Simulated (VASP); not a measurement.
# HgTe in VASP: a series of runs, part 2 of 3

VASP 6.6.1. Earlier steps stand in the parts before.

## 3. Electric field gradients, PBE (zz strain of -2 %)

File INCAR:

```
ALGO     = Normal         # electronic algorithm
EDIFF    = 1E-8           # SCF threshold, eV
ENCUT    = 520            # plane-wave cutoff, eV
GGA      = PE             # functional
ISIF     = 2              # what is computed and relaxed
ISMEAR   = -1             # smearing method
LASPH    = True           # aspherical terms in the spheres
LCHARG   = False          # write CHGCAR
LEFG     = True         
LREAL    = False          # projectors in reciprocal space
LWAVE    = False          # write WAVECAR
NBANDS   = 16             # bands
NELM     = 60             # most SCF steps
PREC     = Accurate       # precision mode
SIGMA    = 0.08           # smearing width, eV
```

File KPOINTS:

```
k-points
0
Gamma
  10 10 10
```

File POSCAR:

```
HgTe
1.0
    0.0000000000      2.9215000000      2.8630700000
    2.9215000000      0.0000000000      2.8630700000
    2.9215000000      2.9215000000      0.0000000000
Hg Te
1 1
Direct
    0.0000000000      0.0000000000      0.0000000000
    0.5000000000      0.5000000000      0.5000000000
```

Potentials or basis: VASP PAW PBE potentials, release 64 (Hg, Te).

Started as:

```sh
$ cat potpaw_PBE.64/Hg/POTCAR potpaw_PBE.64/Te/POTCAR > POTCAR
$ mpirun -np 1 vasp_std > vasp.out
```

OUTCAR:

```text
EDIFF = 1E-8
   ENCUT = 520
   GGA = PE
   ISIF = 2
   ISMEAR = -1
   LASPH = True
   LREAL = False
   NELM = 60
   PREC = Accurate

 ion  position               nearest neighbor table
   1  0.000  0.000  0.000-   2 2.86   2 2.86   2 2.92   2 2.92   2 2.92   2 2.92
   2  0.500  0.500  0.500-   1 2.86   1 2.86   1 2.92   1 2.92   1 2.92   1 2.92

  LATTYP: Found a body centered tetragonal cell.
 ALAT       =     4.1316249225
 C/A-ratio  =     1.3859292911

  Lattice vectors:

 A1 = (   0.0000000000,  -2.9215000000,  -2.8630700000)
 A2 = (   0.0000000000,   2.9215000000,  -2.8630700000)
 A3 = (   2.9215000000,   0.0000000000,   2.8630700000)

Analysis of symmetry for initial positions (statically):
=====================================================================
 Subroutine PRICEL returns:
 Original cell was already a primitive cell.

 Routine SETGRP: Setting up the symmetry group for a
 body centered tetragonal supercell.

 Subroutine GETGRP returns: Found 16 space group operations
 (whereof 16 operations were pure point group operations)
 out of a pool of 16 trial point group operations.

The static configuration has the point symmetry D_4h.

Analysis of symmetry for dynamics (positions and initial velocities):
=====================================================================
 Subroutine PRICEL returns:
 Original cell was already a primitive cell.

 Routine SETGRP: Setting up the symmetry group for a
 body centered tetragonal supercell.

 Subroutine GETGRP returns: Found 16 space group operations
 (whereof 16 operations were pure point group operations)
 out of a pool of 16 trial point group operations.

The dynamic configuration has the point symmetry D_4h.
[... 150 lines left out ...]
 fundamental gap:      0.0812050021
 Fermi energy:         6.2063329299

 k-point     1 :       0.0000    0.0000    0.0000
  band No.  band energies     occupation
      1      -7.0056      2.00000
      2      -1.1647      2.00000
      3      -1.1274      2.00000
      4      -1.1027      2.00000
      5      -1.1027      2.00000
      6      -1.0428      2.00000
[... 433 lines left out ...]
      3      -1.2208      2.00000
      4      -1.0909      2.00000
      5      -0.8365      2.00000
      6      -0.8255      2.00000
[... 8 lines left out ...]
     15      18.5819      0.00000
     16      18.7735      0.00000

 [... further k-points ...]
[... 5 lines left out ...]
  --------------------------------------------------------------------------------------
  -------------------------------------------------------------------------------------
  Total        3.5564325      3.5564325      4.5882253      0.0000000     -0.0000000      0.0000000
  in kB      116.5873436    116.5873436    150.4116841      0.0000000     -0.0000000      0.0000000
  external PRESSURE =     127.8621238 kB  Pullay stress =       0.0000000 kB

 VOLUME and BASIS-vectors are now :
 -----------------------------------------------------------------------------
  energy-cutoff  :      520.00
  volume of cell :       48.87
      direct lattice vectors                 reciprocal lattice vectors
     0.000000000  2.921500000  2.863070000    -0.171144960  0.171144960  0.174637714
     2.921500000  0.000000000  2.863070000     0.171144960 -0.171144960  0.174637714
     2.921500000  2.921500000  0.000000000     0.171144960  0.171144960 -0.174637714

 POSITION                                       TOTAL-FORCE (eV/Angst)
 -----------------------------------------------------------------------------------
      0.00000      0.00000      0.00000         0.000000     -0.000000     -0.000000
      2.92150      2.92150      2.86307        -0.000000      0.000000      0.000000
 -----------------------------------------------------------------------------------
    total drift:                               -0.000000      0.000000      0.000000

  FREE ENERGIE OF THE ION-ELECTRON SYSTEM (eV)
  ---------------------------------------------------
  free  energy   TOTEN  =        -3.0573932015 eV

  energy  without entropy=       -3.0444631378  energy(sigma->0) =       -3.05092817

 Electric field gradients (V/A^2)
---------------------------------------------------------------------
 ion       V_xx      V_yy      V_zz      V_xy      V_xz      V_yz
---------------------------------------------------------------------
   1      21.096    21.096   -42.192     0.001    -0.001    -0.001
   2     -12.802   -12.802    25.603     0.000     0.000     0.000
---------------------------------------------------------------------

 Electric field gradients after diagonalization (V/A^2)
 (convention: |V_zz| > |V_xx| > |V_yy|)
----------------------------------------------------------------------
 ion       V_xx      V_yy      V_zz     asymmetry (V_yy - V_xx)/ V_zz
----------------------------------------------------------------------
   1      21.097    21.095   -42.192       0.000
   2     -12.802   -12.801    25.603       0.000
----------------------------------------------------------------------

           NMR quadrupolar parameters

 Cq : quadrupolar parameter    Cq=e*Q*V_zz/h
 eta: asymmetry parameters     (V_yy - V_xx)/ V_zz
 Q  : nuclear electric quadrupole moment in mb (millibarn)
----------------------------------------------------------------------
 ion       Cq(MHz)       eta       Q (mb)
----------------------------------------------------------------------
   1      -0.102       0.000       1.000
   2       0.062       0.000       1.000
----------------------------------------------------------------------
```

Run time: 43 s. Hardware: 1 thread of Intel Xeon 6975P-C (Granite Rapids), shared host; peak memory 0.23 GiB.

Results:

```yaml
Free_energy: -3.0574 eV
Pressure: 12.8 GPa
Band_gap_on_the_k_mesh: zero (band 9 reaches 6.74 eV, above the bottom of band 10 at 3.24 eV)
```

Stress tensor (GPa, compression positive):
```
11.66  0.00  0.00
 0.00 11.66  0.00
 0.00  0.00 15.04
```

Electric field gradients, principal values (V/Å²):
```
atom    least   middle  greatest (by size)
1 Hg   21.095   21.097             -42.192
2 Te  -12.801  -12.802              25.603
```

Caveat: the cell differs from its parent crystal (zz strain of -2 %); without QUAD_EFG the Cq values of the log hold for a quadrupole moment of 1 mb, not for the nuclei; spin-orbit coupling is left out, which moves the levels of the heavy elements.

## 4. Electric field gradients, PBE (zz strain of +3 %)

File INCAR:

```
  ALGO = Normal
  EDIFF = 1E-8
  ENCUT = 520
  GGA = PE
  ISIF = 2
  ISMEAR = -1
  LASPH = True
  LCHARG = False
  LEFG = True
  LREAL = False
  LWAVE = False
  NBANDS = 16
  NELM = 60
  PREC = Accurate
  SIGMA = 0.08
```

KPOINTS is that of step 3.

File POSCAR:

```
HgTe
1.0
    0.0000000000      2.9215000000      3.0091450000
    2.9215000000      0.0000000000      3.0091450000
    2.9215000000      2.9215000000      0.0000000000
Hg Te
1 1
Direct
    0.0000000000      0.0000000000      0.0000000000
    0.5000000000      0.5000000000      0.5000000000
```

Potentials or basis: VASP PAW PBE potentials, release 64 (Hg, Te).

Started as:

```sh
$ cat potpaw_PBE.64/Hg/POTCAR potpaw_PBE.64/Te/POTCAR > POTCAR
$ mpirun -np 1 vasp_std > vasp.out
```

OUTCAR:

```text
EDIFF = 1E-8
   ENCUT = 520
   GGA = PE
   ISIF = 2
   ISMEAR = -1
   LASPH = True
   LREAL = False
   NELM = 60
   PREC = Accurate

 ion  position               nearest neighbor table
   1  0.000  0.000  0.000-   2 2.92   2 2.92   2 2.92   2 2.92   2 3.01   2 3.01
   2  0.500  0.500  0.500-   1 2.92   1 2.92   1 2.92   1 2.92   1 3.01   1 3.01

  LATTYP: Found a body centered tetragonal cell.
 ALAT       =     4.1316249225
 C/A-ratio  =     1.4566399692

  Lattice vectors:

 A1 = (  -2.9215000000,   0.0000000000,   3.0091450000)
 A2 = (   2.9215000000,   0.0000000000,   3.0091450000)
 A3 = (   0.0000000000,   2.9215000000,  -3.0091450000)

Analysis of symmetry for initial positions (statically):
=====================================================================
 Subroutine PRICEL returns:
 Original cell was already a primitive cell.

 Routine SETGRP: Setting up the symmetry group for a
[... 644 lines left out ...]
  energy-cutoff  :      520.00
  volume of cell :       51.37
      direct lattice vectors                 reciprocal lattice vectors
     0.000000000  2.921500000  3.009145000    -0.171144960  0.171144960  0.166160155
     2.921500000  0.000000000  3.009145000     0.171144960 -0.171144960  0.166160155
     2.921500000  2.921500000  0.000000000     0.171144960  0.171144960 -0.166160155

 POSITION                                       TOTAL-FORCE (eV/Angst)
 -----------------------------------------------------------------------------------
      0.00000      0.00000      0.00000        -0.000000     -0.000000      0.000000
      2.92150      2.92150      3.00915         0.000000      0.000000      0.000000
 -----------------------------------------------------------------------------------
    total drift:                                0.000000     -0.000000     -0.000000

  FREE ENERGIE OF THE ION-ELECTRON SYSTEM (eV)
  ---------------------------------------------------
  free  energy   TOTEN  =        -3.2122145782 eV

  energy  without entropy=       -3.1968338117  energy(sigma->0) =       -3.20452419

 Electric field gradients (V/A^2)
---------------------------------------------------------------------
 ion       V_xx      V_yy      V_zz      V_xy      V_xz      V_yz
---------------------------------------------------------------------
   1     -27.615   -27.615    55.229     0.001     0.000     0.000
   2      23.454    23.454   -46.908    -0.000    -0.000    -0.000
---------------------------------------------------------------------

 Electric field gradients after diagonalization (V/A^2)
 (convention: |V_zz| > |V_xx| > |V_yy|)
----------------------------------------------------------------------
 ion       V_xx      V_yy      V_zz     asymmetry (V_yy - V_xx)/ V_zz
----------------------------------------------------------------------
   1     -27.616   -27.614    55.229       0.000
   2      23.454    23.454   -46.908       0.000
----------------------------------------------------------------------

           NMR quadrupolar parameters

 Cq : quadrupolar parameter    Cq=e*Q*V_zz/h
 eta: asymmetry parameters     (V_yy - V_xx)/ V_zz
 Q  : nuclear electric quadrupole moment in mb (millibarn)
----------------------------------------------------------------------
 ion       Cq(MHz)       eta       Q (mb)
----------------------------------------------------------------------
   1       0.134       0.000       1.000
   2      -0.113       0.000       1.000
----------------------------------------------------------------------
```

OSZICAR:

```text
N       E                     dE             d eps       ncg     rms          rms(c)
DAV:   1     0.105535826491E+03    0.10554E+03   -0.83405E+03  3320   0.100E+03
DAV:   2    -0.202911630767E+00   -0.10574E+03   -0.98538E+02  3800   0.235E+02
DAV:   3    -0.340613204951E+01   -0.32032E+01   -0.31928E+01  4096   0.423E+01
DAV:   4    -0.342644665810E+01   -0.20315E-01   -0.20313E-01  4144   0.326E+00
DAV:   5    -0.342675662250E+01   -0.30996E-03   -0.30996E-03  4328   0.360E-01    0.927E+00
DAV:   6    -0.321888263051E+01    0.20787E+00   -0.41210E-01  4000   0.876E+00    0.701E+00
DAV:   7    -0.321311046815E+01    0.57722E-02   -0.77783E-02  4072   0.196E+00    0.229E+00
DAV:   8    -0.321223646394E+01    0.87400E-03   -0.78998E-03  3632   0.104E+00    0.539E-01
DAV:   9    -0.321219690777E+01    0.39556E-04   -0.49426E-04  4256   0.250E-01    0.885E-02
DAV:  10    -0.321220994258E+01   -0.13035E-04   -0.49562E-05  4096   0.604E-02    0.386E-02
DAV:  11    -0.321221539862E+01   -0.54560E-05   -0.11003E-05  4056   0.260E-02    0.246E-02
DAV:  12    -0.321221470879E+01    0.68983E-06   -0.15269E-06  3648   0.956E-03    0.104E-02
DAV:  13    -0.321221467238E+01    0.36410E-07   -0.13371E-07  4400   0.220E-03    0.693E-03
DAV:  14    -0.321221460339E+01    0.68984E-07   -0.57896E-08  3832   0.266E-03    0.436E-04
DAV:  15    -0.321221457301E+01    0.30383E-07   -0.93722E-09  2456   0.811E-04    0.345E-04
DAV:  16    -0.321221457820E+01   -0.51928E-08   -0.66608E-10  2072   0.202E-04
   1 F= -.32122146E+01 E0= -.32045242E+01  d E =-.153808E-01
```

stdout:

```text
POSCAR found type information on POSCAR HgTe
 POSCAR found :  2 types and       2 ions
 scaLAPACK will be used
 LDA part: xc-table for (Slater+PW92), standard interpolation
 POSCAR, INCAR and KPOINTS ok, starting setup
 FFT: planning ... GRIDC
 FFT: planning ... GRID_SOFT
 FFT: planning ... GRID
 WAVECAR not read
 entering main loop
ion   1

ion   2
```

Run time: 35 s. Hardware: 1 thread of Intel Xeon 6975P-C (Granite Rapids), shared host; peak memory 0.23 GiB.

Results:

```
Free energy            : -3.2122 eV
Pressure               : 8.0 GPa
Band gap on the k mesh : zero (band 9 reaches 6.07 eV, above the bottom of band 10 at 2.96 eV)
```

Stress tensor (GPa, compression positive):
```
9.16 0.00 0.00
0.00 9.16 0.00
0.00 0.00 5.78
```

Electric field gradients, principal values (V/Å²):
```
atom    least   middle  greatest (by size)
1 Hg  -27.614  -27.616              55.229
2 Te   23.454   23.454             -46.908
```

Caveat: the cell differs from its parent crystal (zz strain of +3 %); without QUAD_EFG the Cq values of the log hold for a quadrupole moment of 1 mb, not for the nuclei; spin-orbit coupling is left out, which moves the levels of the heavy elements.

[end of part 2 of 3]
